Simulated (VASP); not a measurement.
## BaNa3: single point with PBE

The system is BaNa3.

```
Na Ba
1.0
     5.70286    0.00000    0.00000
     0.00000    5.70286    0.00000
     0.00000    0.00000    5.70286
Na Ba
3 1
Direct
  0.00000 0.50000 0.50000
  0.50000 0.00000 0.50000
  0.50000 0.50000 0.00000
  0.00000 0.00000 0.00000
```

```json
{"Program": "VASP 6.6.1", "Task": "single point", "Functional": "PBE", "Potentials or basis": "VASP PAW PBE potentials, release 64 (Na_pv, Ba_sv)", "Cutoff": "520 eV", "k mesh": "8 × 8 × 8", "Occupations": "gaussian, width 0.1 eV", "Spin": "no spin polarisation"}
```

| Item | Value |
| --- | --- |
| Pressure | 0.0 GPa |
| Band gap on the k mesh | zero (an odd number of electrons rules out a gap without spin polarisation) |

Levels at points of the mesh, in eV from the Fermi level:
```
           k point  band 11  band 12  band 13  band 14  band 15  band 16  band 17  band 18  band 19  band 20
(0.00, 0.00, 0.00)   -14.48   -14.48   -14.48    -2.97     0.08     0.08     1.75     1.75     1.75     1.89
(0.50, 0.00, 0.00)   -14.50   -14.48   -14.48    -1.84    -1.55     0.39     0.90     0.90     2.03     2.36
(0.50, 0.50, 0.00)   -14.50   -14.50   -14.48    -1.04    -0.68    -0.38    -0.38     1.19     1.19     2.19
(0.50, 0.50, 0.50)   -14.50   -14.50   -14.50    -0.35    -0.35    -0.35     0.62     0.77     0.77     0.77
```

It took 3 min on 1 thread of Intel(R) Xeon(R) Platinum 8488C (Sapphire Rapids), with other jobs on the host, peak memory 0.34 GiB.

Caveat: spin-orbit coupling is left out, which moves the levels of the heavy elements.
